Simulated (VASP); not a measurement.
CsBr, 2 atoms in the cell. It takes space group Pm-3m (No. 221, cubic). Conventional cell: a = 4.404 Å, b = 4.404 Å, c = 4.404 Å, α = 90.00°, β = 90.00°, γ = 90.00°. Within 5.0 Å of Cs (site symmetry m-3m) lie 8 Br at 3.81 Å and 6 Cs at 4.40 Å. Within 5.0 Å of Br (site symmetry m-3m) lie 8 Cs at 3.81 Å and 6 Br at 4.40 Å.  This cell differs from its parent crystal: volume changed by +6%.

| Quantity | Value |
| --- | --- |
| Program | VASP 6.6.1 |
| Task | single point |
| Functional | r2SCAN |
| Potentials or basis | VASP PAW PBE potentials, release 64 (Cs_sv, Br) |
| Cutoff | 550 eV |
| k mesh | 6 × 6 × 6 |
| Occupations | gaussian, width 0.01 eV |
| Spin | no spin polarisation |
| Dipole correction | no |
| Further INCAR settings | ALGO = Normal; EDIFF = 1e-06; NBANDS = 15 |

Potentials or basis: VASP PAW PBE potentials, release 64 (Cs_sv, Br).

Command:

```sh
$ cat potpaw_PBE.64/Cs_sv/POTCAR potpaw_PBE.64/Br/POTCAR > POTCAR
$ cp INCAR.step1 INCAR
$ mpirun -np 1 vasp_std > vasp.out
$ cp INCAR.step2 INCAR
$ mpirun -np 1 vasp_std > vasp.out
```

Hardware: 1 thread of Intel(R) Xeon(R) Platinum 8259CL CPU @ 2.50GHz (Skylake/Cascade Lake) (shared host).

Q: Estimate the wall time of this run.

A: It took 94 s on 1 thread of Intel(R) Xeon(R) Platinum 8259CL CPU @ 2.50GHz (Skylake/Cascade Lake), on a shared host, peak memory 0.22 GiB. Counts: k points 20.
